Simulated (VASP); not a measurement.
Input of a VASP 6.6.1 run:

The input INCAR:

```
  ALGO = Normal
  EDIFF = 1E-6
  ENCUT = 520
  GGA = PS
  ISIF = 2
  ISMEAR = -1
  LASPH = True
  LCHARG = False
  LREAL = False
  LWAVE = False
  NBANDS = 26
  NELM = 60
  PREC = Accurate
  SIGMA = 0.02
```

File KPOINTS:

```
k-points
0
Gamma
  6 6 4
```

Contents of POSCAR:

```
LaTlO2
1.0
    3.7807354243      0.0000000000      0.0000000000
    0.0000000000      3.7807354243      0.0000000000
    0.0000000000      0.0000000000      5.0308832628
Tl O La
1 2 1
Direct
    0.0000000000      0.0000000000      0.0000000000
    0.0000000000      0.0000000000      0.5000000000
    0.5000000000      0.5000000000      0.0000000000
    0.5000000000      0.5000000000      0.5000000000
```

Potentials or basis: VASP PAW PBE potentials, release 64 (Tl_d, O, La).

Command:

```console
$ cat potpaw_PBE.64/Tl_d/POTCAR potpaw_PBE.64/O/POTCAR potpaw_PBE.64/La/POTCAR > POTCAR
$ mpirun -np 1 vasp_std > vasp.out
```

Question: Predict the pressure.

Answer: -3.4 GPa.

Question: What does it give for the band gap on the k mesh?

Answer: Zero (bands 18 and 19 overlap by 1.18 eV).

Stress tensor (GPa, compression positive):
```
-3.36  0.00  0.00
 0.00 -3.36  0.00
 0.00  0.00 -3.49
```

Caveat: the cell stands under tension; the PAW data sets were made with another functional, which shifts forces and pressure a little; spin-orbit coupling is left out, which moves the levels of the heavy elements.
